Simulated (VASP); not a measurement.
Wanted: the native input for a VASP 6.6.1 run.

```yaml
Task: single point
Functional: PBEsol
Potentials_or_basis: VASP PAW PBE potentials, release 64 (B, N)
Cutoff: 520 eV
k_mesh: 12 × 12 × 6
Occupations: gaussian, width 0.05 eV
Spin: no spin polarisation
Dipole_correction: no
Further_INCAR_settings: ALGO = Normal; EDIFF = 1e-06; NBANDS = 16
```

The structure of BN lies in POSCAR:

```
BN
1.0
    2.5410113138      0.0000000000      0.0000000000
   -1.2705056569      2.2005803491      0.0000000000
    0.0000000000      0.0000000000      4.2032955032
B N
2 2
Direct
    0.6666666667      0.3333333333      0.9997329962
    0.3333333333      0.6666666667      0.4997329962
    0.6666666667      0.3333333333      0.6252670038
    0.3333333333      0.6666666667      0.1252670038
```

These files were run (other wordings do the same):

INCAR

```
SYSTEM = BN
PREC = Accurate
ENCUT = 520
EDIFF = 1E-6
ISMEAR = 0
SIGMA = 0.05
LREAL = .False.
LASPH = .True.
NELM = 100
ALGO = Normal
ISIF = 2
LWAVE = .False.
LCHARG = .False.
GGA = PS
NBANDS = 16
```

KPOINTS

```
Automatic mesh
0
Gamma
  12 12 6
  0 0 0
```

Potentials or basis: VASP PAW PBE potentials, release 64 (B, N).

Launch:

```bash
$ cat potpaw_PBE.64/B/POTCAR potpaw_PBE.64/N/POTCAR > POTCAR
$ mpirun -np 1 vasp_std > vasp.out
```

Results of the run:

| Item | Value |
| --- | --- |
| Pressure | 0.6 GPa |
| Largest force | 0.003 eV/Å |
| Band gap on the k mesh | 4.95 eV, indirect (least direct gap 8.22 eV) |

Caveat: the PAW data sets were made with another functional, which shifts forces and pressure a little.

It took 24 s on 1 thread of Intel(R) Xeon(R) Platinum 8375C CPU @ 2.90GHz (Ice Lake), with other jobs on the host, peak memory 0.14 GiB.
